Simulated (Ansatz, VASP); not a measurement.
## Two plane-wave programs on BaZrO3

The input INCAR:

```
SYSTEM = BaZrO3
ALGO = Normal ; EDIFF = 1E-7
ENCUT = 520 ; GGA = PS
GGA_COMPAT = .False. ; ISIF = 2
ISMEAR = -1 ; LASPH = .True.
LCHARG = .False. ; LMAXMIX = 4
LORBIT = 11 ; LORBMOM = .True.
LREAL = .False. ; LSORBIT = .True.
LWAVE = .False. ; MAGMOM = 0 0 0 0 0 0 0 0 0 0 0 0 0 0 0
NBANDS = 55 ; NELM = 150
PREC = Accurate ; SIGMA = 0.05
```

The input KPOINTS:

```
k-points
0
Gamma
  5 5 5
  0 0 0
```

Contents of POSCAR:

```
BaZrO3
1.0
    4.1913400000      0.0000000000      0.0000000000
    0.0000000000      4.1913400000      0.0000000000
    0.0000000000      0.0000000000      4.1913400000
Ba Zr O
1 1 3
Direct
    0.0000000000      0.0000000000      0.0000000000
    0.5000000000      0.5000000000      0.5000000000
    0.5000000000      0.5000000000      0.0000000000
    0.5000000000      0.0000000000      0.5000000000
    0.0000000000      0.5000000000      0.5000000000
```

File input.yaml:

```yaml
crystal:
  lattice:
    - [4.19134, 0.0, 0.0]
    - [0.0, 4.19134, 0.0]
    - [0.0, 0.0, 4.19134]
  atoms:
    - { symbol: Ba, position: [0.0, 0.0, 0.0] }
    - { symbol: Zr, position: [0.5, 0.5, 0.5] }
    - { symbol: O, position: [0.5, 0.5, 0.0] }
    - { symbol: O, position: [0.5, 0.0, 0.5] }
    - { symbol: O, position: [0.0, 0.5, 0.5] }
hamiltonian:
  xc: pbesol
  pseudopotentials: { kind: paw_fr }
magnetization:
  noncollinear: true
  spin_orbit: true
kpoints:
  mp_grid: { grid: [5, 5, 5] }
  band_path:
    path:
      - [[0.0, 0.0, 0.0], [0.0, 0.5, 0.0], [0.5, 0.5, 0.0], [0.0, 0.0, 0.0], [0.5, 0.5, 0.5], [0.0, 0.5, 0.0]]
      - [[0.5, 0.5, 0.0], [0.5, 0.5, 0.5]]
    npoints: 14
scf:
  occupations: { method: fermi_dirac, width: 0.05 }
  n_extra_bands: 12
output:
  forces: true
  stress: true
  eigenvalues: true
  fatbands: true
```

Alike in both runs: functional PBEsol; k mesh 5 × 5 × 5; occupations fermi-dirac, width 0.05 eV; non-collinear spin, spin-orbit coupling.

|  | VASP | Ansatz |
| --- | --- | --- |
| version | VASP 6.6.1 | Ansatz 0.2.0 |
| potentials or method | VASP PAW PBE potentials, release 64 (Ba_sv, Zr_sv, O) | Ansatz PAW |
| plane-wave cutoff (eV) | 520 | 420 |
| valence electrons in the cell | 40 | 40 |
| task | single point | band structure |

Ansatz gave:

```
pressure (GPa)           : -1.2
net moment per atom (μB) : 0.00
```

Q: Which values does VASP return?

A: Pressure (GPa): -0.1; net moment per atom (μB): 0.00.

VASP's potentials were made for PBE, not for PBEsol. The functional is the same, so the differences come from potentials, cutoffs and numerics.

Noted on Ansatz's run: the k mesh misses the band edges, so the gap on the mesh is wider than the one along the path.
